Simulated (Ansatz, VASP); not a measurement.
## Eu: VASP beside Ansatz

```
CELL_PARAMETERS angstrom
-2.19395 2.19395 2.19395
2.19395 -2.19395 2.19395
2.19395 2.19395 -2.19395
ATOMIC_POSITIONS crystal
Eu 0.00000 0.00000 0.00000
```

Alike in both runs: task single point; functional PBE; k mesh 10 × 10 × 10; occupations fermi-dirac, width 0.05 eV; collinear spin.

```csv
,VASP,Ansatz
version,VASP 6.6.1,Ansatz 0.2.0
potentials or method,"VASP PAW PBE potentials, release 64 (Eu), cutoff 520 eV","plane waves (600 eV) with PAW, scalar-relativistic"
valence electrons in the cell,17,17
```

```tsv
	VASP	Ansatz	Ansatz less VASP
pressure (GPa)	-0.3	0.0	+0.29
net moment per atom (μB)	7.30	7.31	+0.009
size of the moment on the site where the two differ most (μB)	6.68	7.04	+0.361
```

Site moments also hang on the region over which each program counts them. The functional is the same, so the differences come from potentials, cutoffs and numerics.

Spin-orbit coupling is off throughout.
